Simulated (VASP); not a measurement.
# TiBMoC2 (P6mm) in VASP: a series of runs

Runs on TiBMoC2. Level: PBE. Tasks: single point, relaxation of cell and atoms.

All numbers are computed with VASP 6.6.1; they aren't measurements. Logs are shortened: lines on timing, memory, paths and dates and some standing lists are left out, and cuts for length are marked.

## Step 1: The cell of the first run

It takes space group P6mm (No. 183, hexagonal). The conventional cell has a = 2.610 Å, b = 2.610 Å, c = 10.091 Å, α = 90.00°, β = 90.00°, γ = 120.00°. Within 3.2 Å of Ti (site symmetry 6mm) lie 6 C at 2.46 Å and 1 Mo at 2.59 Å and 6 Ti at 2.61 Å. B (site symmetry 6mm) has 1 Mo at 2.18 Å and 6 B at 2.61 Å within 2.9 Å. Within 2.9 Å of Mo (site symmetry 6mm) lie 1 B at 2.18 Å and 1 Ti at 2.59 Å and 6 Mo at 2.61 Å. Within 2.0 Å of C (site symmetry 3m) lie 3 C at 1.51 Å.

The cell was generated, and may not be a known phase.

## Step 2: Single point, PBE

File INCAR:

```
SYSTEM = TiBMoC2
  ALGO = Normal
  EDIFF = 1E-6
  ENCUT = 520
  GGA = PE
  ISIF = 2
  ISMEAR = 0
  LASPH = .TRUE.
  LCHARG = .FALSE.
  LREAL = .FALSE.
  LWAVE = .FALSE.
  NBANDS = 26
  NELM = 60
  PREC = Accurate
  SIGMA = 0.1
```

File KPOINTS:

```
k-points
0
G
  12 12 6
  0 0 0
```

File POSCAR:

```
TiBMoC2
1.0
    2.6102592672      0.0000000000      0.0000000000
   -1.3051296336      2.2605508359      0.0000000000
    0.0000000000      0.0000000000     10.0905021400
Ti B Mo C
1 1 1 2
Direct
    0.0000000000      0.0000000000      0.2221284211
    0.0000000000      0.0000000000      0.6947198299
    0.0000000000      0.0000000000      0.4786177678
    0.3333333333      0.6666666667      1.0297237206
    0.6666666667      0.3333333333      1.0297237206
```

Potentials or basis: VASP PAW PBE potentials, release 64 (Ti_sv, B, Mo_sv, C).

The run is started by

```sh
$ cat potpaw_PBE.64/Ti_sv/POTCAR potpaw_PBE.64/B/POTCAR potpaw_PBE.64/Mo_sv/POTCAR potpaw_PBE.64/C/POTCAR > POTCAR
$ mpirun -np 1 vasp_std > vasp.out
```

OUTCAR:

```text
SYSTEM = TiBMoC2
   EDIFF = 1E-6
   ENCUT = 520
   GGA = PE
   ISIF = 2
   ISMEAR = 0
   LASPH = .TRUE.
   LREAL = .FALSE.
   NELM = 60
   PREC = Accurate

 ion  position               nearest neighbor table
   1  0.000  0.000  0.222-   4 2.46   5 2.46   5 2.46   4 2.46   5 2.46   4 2.46   3 2.59
   2  0.000  0.000  0.695-   3 2.18
   3  0.000  0.000  0.479-   2 2.18   1 2.59
   4  0.333  0.667  0.030-   5 1.51   5 1.51   5 1.51   1 2.46   1 2.46   1 2.46
   5  0.667  0.333  0.030-   4 1.51   4 1.51   4 1.51   1 2.46   1 2.46   1 2.46

  LATTYP: Found a hexagonal cell.
 ALAT       =     2.6102592672
 C/A-ratio  =     3.8657087695

  Lattice vectors:

 A1 = (   2.6102592672,   0.0000000000,   0.0000000000)
 A2 = (  -1.3051296336,   2.2605508359,   0.0000000000)
 A3 = (   0.0000000000,   0.0000000000,  10.0905021400)

Analysis of symmetry for initial positions (statically):
=====================================================================
 Subroutine PRICEL returns:
 Original cell was already a primitive cell.

 Routine SETGRP: Setting up the symmetry group for a
 hexagonal supercell.

 Subroutine GETGRP returns: Found 12 space group operations
 (whereof 12 operations were pure point group operations)
 out of a pool of 24 trial point group operations.

The static configuration has the point symmetry C_6v.

Analysis of symmetry for dynamics (positions and initial velocities):
=====================================================================
 Subroutine PRICEL returns:
 Original cell was already a primitive cell.

 Routine SETGRP: Setting up the symmetry group for a
 hexagonal supercell.

 Subroutine GETGRP returns: Found 12 space group operations
 (whereof 12 operations were pure point group operations)
 out of a pool of 24 trial point group operations.

The dynamic configuration has the point symmetry C_6v.

 Subroutine INISYM returns: Found 12 space group operations
 (whereof 12 operations are pure point group operations),
 and found     1 'primitive' translations

----------------------------------------------------------------------------------------

                                     Primitive cell

  volume of cell :      59.5403

  direct lattice vectors                    reciprocal lattice vectors
     2.610259267  0.000000000  0.000000000     0.383103706  0.221185028  0.000000000
    -1.305129634  2.260550836  0.000000000     0.000000000  0.442370056  0.000000000
     0.000000000  0.000000000 10.090502140     0.000000000  0.000000000  0.099103096
[... 93 lines left out ...]
   NSW    =      0    number of steps for IOM
   IBRION =     -1    ionic relax: 0-MD 1-quasi-New 2-CG
   NFREE  =      0    steps in history (QN), initial steepest desc. (CG)
   ISIF   =      2    stress and relaxation
   ISYM   =      2    0-nonsym 1-usesym 2-fastsym
   POTIM  = 0.5000    time-step for ionic-motion
   TEBEG  =    0.0;   TEEND  =   0.0 temperature during run
   PSTRESS=    0.0 pullay stress
   NELECT =      37.0000    total number of electrons
   NUPDOWN=      -1.0000    fix difference up-down
   EMIN   =  10.00;   EMAX   =-10.00  energy-range for DOS
   EFERMI =   0.00;   METHOD = LEGACY
   ISMEAR =     0;   SIGMA  =   0.10  broadening in eV -4-tet -1-fermi 0-gaus
   EFERMI_NEDOS =   21; number of points for ismear=-14 and -15
   IALGO  =     38    algorithm
   IMIX   =      4    mixing-type and parameters
     AMIX     =   0.40;   BMIX     =  1.00
     AMIX_MAG =   1.60;   BMIX_MAG =  1.00
  volume/ion in A,a.u.               =      11.91        80.36
  Fermi-wavevector in a.u.,A,eV,Ry     =   1.397028  2.640000 26.554324  1.951688
  Thomas-Fermi vector in A             =   2.520325
   LORBIT       =      0    0 simple, 1 ext, 2 COOP (PROOUT), +10 PAW based schemes
   GGA     = PE    functional components
   LHFCALC =     F    Hartree Fock is set to
   AEXX    =    0.0000 exact exchange contribution
   IVDW    =     0    specifies the selected vdW correction
   LEPSILON=     F    determine dielectric tensor
   LRPA    =     F    only Hartree local field effects (RPA)
 non-spin polarized calculation
 Gauss-broadening in eV      SIGMA  =   0.10
  energy-cutoff  :      520.00
  volume of cell :       59.54
 maximum number of plane-waves:      1647
 NGX is ok and might be reduce to    20
   NGX =  9   NGY =  9   NGZ = 37

 number of electron      37.0000005 magnetization

 Free energy of the ion-electron system (eV)
  ---------------------------------------------------
  ext. energy  EPLUGINS =         0.00000000
  ---------------------------------------------------
  free energy    TOTEN  =       -39.13232241 eV

  energy without entropy =      -39.11646421  energy(sigma->0) =      -39.12439331

 E-fermi :   8.1201     XC(G=0): -11.5552

 val. band max:        8.0993351241   @ k =   0.2500   0.1667   0.0000
 cond. band min:       8.1254659466   @ k =   0.1667   0.0000   0.5000
 fundamental gap:      0.0261308226
 Fermi energy:         8.1200709111

 k-point     1 :       0.0000    0.0000    0.0000
  band No.  band energies     occupation
      1     -52.8526      2.00000
      2     -48.8507      2.00000
      3     -27.0750      2.00000
      4     -25.8215      2.00000
      5     -25.8215      2.00000
      6     -25.2397      2.00000
[... 685 lines left out ...]
     25      11.3991      0.00000
     26      11.6764      0.00000

 [... further k-points ...]

------------------------ aborting loop because EDIFF is reached ----------------------------------------

  FORCE on cell =-STRESS in cart. coord.  units (eV):
  Direction    XX          YY          ZZ          XY          YZ          ZX
  --------------------------------------------------------------------------------------
  -------------------------------------------------------------------------------------
  Total        0.1106067      0.1106067      0.0867561      0.0000000      0.0000000      0.0000000
  in kB        2.9763315      2.9763315      2.3345327      0.0000000      0.0000000      0.0000000
  external PRESSURE =       2.7623986 kB  Pullay stress =       0.0000000 kB

 VOLUME and BASIS-vectors are now :
 -----------------------------------------------------------------------------
  energy-cutoff  :      520.00
  volume of cell :       59.54
      direct lattice vectors                 reciprocal lattice vectors
     2.610259267  0.000000000  0.000000000     0.383103706  0.221185028  0.000000000
    -1.305129634  2.260550836  0.000000000     0.000000000  0.442370056  0.000000000
     0.000000000  0.000000000 10.090502140     0.000000000  0.000000000  0.099103096

 POSITION                                       TOTAL-FORCE (eV/Angst)
 -----------------------------------------------------------------------------------
      0.00000      0.00000      2.24139         0.000000      0.000000      0.010153
      0.00000      0.00000      7.01007         0.000000      0.000000      0.011229
      0.00000      0.00000      4.82949        -0.000000      0.000000     -0.004508
     -0.00000      1.50703      0.29993         0.000000      0.000000     -0.008437
      1.30513      0.75352      0.29993        -0.000000     -0.000000     -0.008437
 -----------------------------------------------------------------------------------
    total drift:                               -0.000000     -0.000000     -0.000518

  FREE ENERGIE OF THE ION-ELECTRON SYSTEM (eV)
  ---------------------------------------------------
  free  energy   TOTEN  =       -39.1323224067 eV

  energy  without entropy=      -39.1164642119  energy(sigma->0) =      -39.12439331
```

OSZICAR:

```text
N       E                     dE             d eps       ncg     rms          rms(c)
DAV:   1     0.415742279742E+03    0.41574E+03   -0.19919E+04  3960   0.152E+03
DAV:   2    -0.486043825792E+01   -0.42060E+03   -0.40877E+03  4202   0.460E+02
DAV:   3    -0.387665410231E+02   -0.33906E+02   -0.32885E+02  6406   0.120E+02
DAV:   4    -0.409534982520E+02   -0.21870E+01   -0.21720E+01  5244   0.247E+01
DAV:   5    -0.410410436888E+02   -0.87545E-01   -0.87487E-01  5670   0.406E+00    0.203E+01
DAV:   6    -0.401237327090E+02    0.91731E+00   -0.11224E+01  5394   0.231E+01    0.102E+01
DAV:   7    -0.411092172820E+02   -0.98548E+00   -0.34328E+01  5696   0.416E+01    0.838E+00
DAV:   8    -0.391926817994E+02    0.19165E+01   -0.73950E+00  5448   0.104E+01    0.276E+00
DAV:   9    -0.391460338872E+02    0.46648E-01   -0.74833E-01  5702   0.393E+00    0.151E+00
DAV:  10    -0.391335136094E+02    0.12520E-01   -0.20785E-01  5582   0.187E+00    0.107E+00
DAV:  11    -0.391331868107E+02    0.32680E-03   -0.46914E-02  6056   0.132E+00    0.185E-01
DAV:  12    -0.391323223594E+02    0.86445E-03   -0.73826E-03  5244   0.481E-01    0.995E-02
DAV:  13    -0.391322927342E+02    0.29625E-04   -0.72633E-04  4974   0.185E-01    0.385E-02
DAV:  14    -0.391323165967E+02   -0.23862E-04   -0.48367E-05  4722   0.507E-02    0.118E-02
DAV:  15    -0.391323215114E+02   -0.49147E-05   -0.15529E-05  5516   0.256E-02    0.541E-03
DAV:  16    -0.391323224067E+02   -0.89528E-06   -0.15419E-06  2850   0.895E-03
   1 F= -.39132322E+02 E0= -.39124393E+02  d E =-.158582E-01
```

It took 3.1 min on 1 thread of Intel Xeon 8259CL, shared host; peak memory 0.27 GiB.

Results:

| Quantity | Value |
| --- | --- |
| Free energy | -39.1323 eV |
| Pressure | 0.3 GPa |
| Largest force | 0.011 eV/Å |
| Band gap on the k mesh | zero (an odd number of electrons rules out a gap without spin polarisation) |

Forces in eV/Å, atoms in the order of the input:
```
Ti   0.000  0.000  0.010
B    0.000  0.000  0.011
Mo   0.000  0.000 -0.005
C    0.000  0.000 -0.008
C    0.000  0.000 -0.008
```

Levels at points of the mesh, in eV from the Fermi level:
```
           k point  band 14  band 15  band 16  band 17  band 18  band 19  band 20  band 21  band 22  band 23
(0.00, 0.00, 0.00)    -5.09    -3.72    -3.06    -1.18    -0.64    -0.64     0.77     0.77     2.10     2.10
(0.50, 0.00, 0.00)    -4.63    -3.91    -3.57    -1.86    -0.70     0.62     0.96     1.07     1.95     2.57
(0.00, 0.00, 0.50)    -5.09    -3.92    -2.69    -1.24    -0.64    -0.64     0.77     0.77     2.10     2.10
(0.50, 0.00, 0.50)    -4.51    -3.94    -3.53    -2.02    -0.33    -0.04     1.07     1.18     2.32     2.57
```

Caveat: this functional lacks dispersion, which binds layers or chains, so the pressure and a relaxed spacing across them are unreliable; an odd number of electrons without spin polarisation forces a metal; a magnetic or distorted state may lie lower.

[end of part 1 of 2]

The gap in the log of VASP goes by the Fermi energy; the results here count the filled bands.